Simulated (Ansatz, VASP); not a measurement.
# Nb in VASP and in Ansatz

File POSCAR:

```
Nb
1.0
   -1.6220660000      1.6220660000      1.6220660000
    1.6220660000     -1.6220660000      1.6220660000
    1.6220660000      1.6220660000     -1.6220660000
Nb
1
Direct
    0.0000000000      0.0000000000      0.0000000000
```

INCAR.step1

```
SYSTEM = Nb
PREC = Accurate
ENCUT = 520
ISMEAR = -1
SIGMA = 0.1069
LREAL = .False.
LASPH = .True.
NELM = 100
NBANDS = 12
GGA = PE
ALGO = Normal
EDIFF = 1E-4
LWAVE = .True.
LCHARG = .False.
```

File INCAR.step2:

```
SYSTEM = Nb
PREC = Accurate
ENCUT = 520
EDIFF = 1E-6
ISMEAR = -1
SIGMA = 0.1069
LREAL = .False.
LASPH = .True.
NELM = 100
ALGO = Normal
ISIF = 2
LWAVE = .False.
LCHARG = .False.
METAGGA = R2SCAN
LMIXTAU = .True.
NBANDS = 12
ISTART = 1
```

KPOINTS

```
regular mesh
0
Gamma
  14 14 14
  0 0 0
```

Input for Ansatz:

```yaml
crystal:
  lattice:
    - [-1.622066, 1.622066, 1.622066]
    - [1.622066, -1.622066, 1.622066]
    - [1.622066, 1.622066, -1.622066]
  atoms:
    - { symbol: Nb, position: [0.0, 0.0, 0.0] }
  symmetry: { tolerance: 0.0003 }
kpoints:
  mp_grid: { grid: [14, 14, 14], shift: [0, 0, 0] }
  band_path:
    path:
      - [0.0, 0.0, 0.0]
      - [0.5, -0.5, 0.5]
      - [0.0, 0.0, 0.5]
      - [0.0, 0.0, 0.0]
      - [0.25, 0.25, 0.25]
      - [0.5, -0.5, 0.5]
      - [0.25, 0.25, 0.25]
      - [0.0, 0.0, 0.5]
    npoints: 20
magnetization:
  spin_polarized: false
scf:
  occupations: { method: fermi_dirac, width: 0.1069 }
  lower_state_search: "off"
  max_iter: 200
hamiltonian:
  pseudopotentials: { kind: paw }
  xc: r2scan
basis:
  ecutwfc: 500
  fft_grid_basis: typed
output:
  forces: true
  stress: true
  eigenvalues: true
  bader: true
  populations: true
  elf: true
  write_potential: true
  volumetric_format: npy
  dos:
    e_range: [-12, 8]
    de: 0.05
    projected: { site_lists: { Nb: [Nb] } }
  write_density: true
checkpoint:
  read: saved_state
```

Alike in both runs: task single point; functional r2SCAN; k mesh 14 × 14 × 14; occupations fermi-dirac, width 0.1069 eV; no spin polarisation.

|  | VASP | Ansatz |
| --- | --- | --- |
| version | VASP 6.6.1 | Ansatz 0.2.0 |
| potentials or method | VASP PAW PBE potentials, release 64 (Nb_sv), cutoff 520 eV | PAW plane waves |
| valence electrons in the cell | 13 | 13 |

|  | VASP | Ansatz | Ansatz less VASP |
| --- | --- | --- | --- |
| pressure (GPa) | 10.7 | 10.9 | +0.18 |

VASP's potentials were made for PBE, not for r2SCAN.
